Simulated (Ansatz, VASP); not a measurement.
## One calculation of InSe, two programs

INCAR

```
PREC     = Accurate       # precision mode
ENCUT    = 520            # plane-wave cutoff, eV
EDIFF    = 1E-6           # SCF threshold, eV
ISMEAR   = -1             # smearing method
SIGMA    = 0.05           # smearing width, eV
LREAL    = F              # projectors in reciprocal space
LASPH    = T              # aspherical terms in the spheres
NELM     = 60             # most SCF steps
ALGO     = Normal         # electronic algorithm
ISIF     = 2              # what is computed and relaxed
LWAVE    = F              # write WAVECAR
LCHARG   = F              # write CHGCAR
GGA      = CA             # functional
NBANDS   = 27             # bands
```

The input KPOINTS:

```
Automatic mesh
0
Gamma
  8 8 8
```

File POSCAR:

```
InSe
1.0
    1.9865767768      1.1469506368      8.3833539979
   -1.9865767768      1.1469506368      8.3833539979
    0.0000000000     -2.2939012737      8.3833539979
In Se
2 2
Direct
    0.8886000000      0.8886000000      0.8886000000
    0.0000000000      0.0000000000      0.0000000000
    0.1719000000      0.1719000000      0.1719000000
    0.3835000000      0.3835000000      0.3835000000
```

File input.yaml:

```yaml
crystal:
  lattice:
    - [1.9865767768, 1.1469506368, 8.3833539979]
    - [-1.9865767768, 1.1469506368, 8.3833539979]
    - [0.0, -2.2939012737, 8.3833539979]
  atoms:
    - { symbol: In, position: [0.8886, 0.8886, 0.8886] }
    - { symbol: In, position: [0.0, 0.0, 0.0] }
    - { symbol: Se, position: [0.1719, 0.1719, 0.1719] }
    - { symbol: Se, position: [0.3835, 0.3835, 0.3835] }
kpoints:
  mp_grid: { grid: [8, 8, 8] }
scf:
  occupations: { method: fermi_dirac, width: 0.05 }
hamiltonian:
  xc: lda
  pseudopotentials: { kind: all_electron, lapw: { basis_error: 0.002 } }
output:
  forces: true
  stress: true
  eigenvalues: true
```

Change from the starting cell: volume scaled by 0.98.

Alike in both runs: task single point; functional LDA; k mesh 8 × 8 × 8; occupations fermi-dirac, width 0.05 eV; no spin polarisation.

|  | VASP | Ansatz |
| --- | --- | --- |
| version | VASP 6.6.1 | Ansatz 0.2.0 |
| potentials or method | VASP PAW LDA potentials, release 64 (In_d, Se), cutoff 520 eV | all-electron LAPW, scalar-relativistic |

|  | VASP | Ansatz | Ansatz less VASP |
| --- | --- | --- | --- |
| gap on the k mesh at the Fermi level (eV) | 0.28 | 0.27 | -0.009 |
| least direct gap on the mesh (eV) | 0.28 | 0.27 | -0.009 |
| pressure (GPa) | -0.3 | -0.5 | -0.13 |
| traceless stress, the component that is largest in VASP (GPa) | -0.90 | -0.91 | -0.011 |
| rms of the force components (eV/Å) | 0.142 | 0.132 | -0.0094 |

LDA's correlation is that of Perdew and Zunger in VASP and of Perdew and Wang (1992) in Ansatz. Atom by atom the forces differ by 0.013 eV/Å (rms over components). Ansatz ran all-electron here, and VASP with PAW potentials.
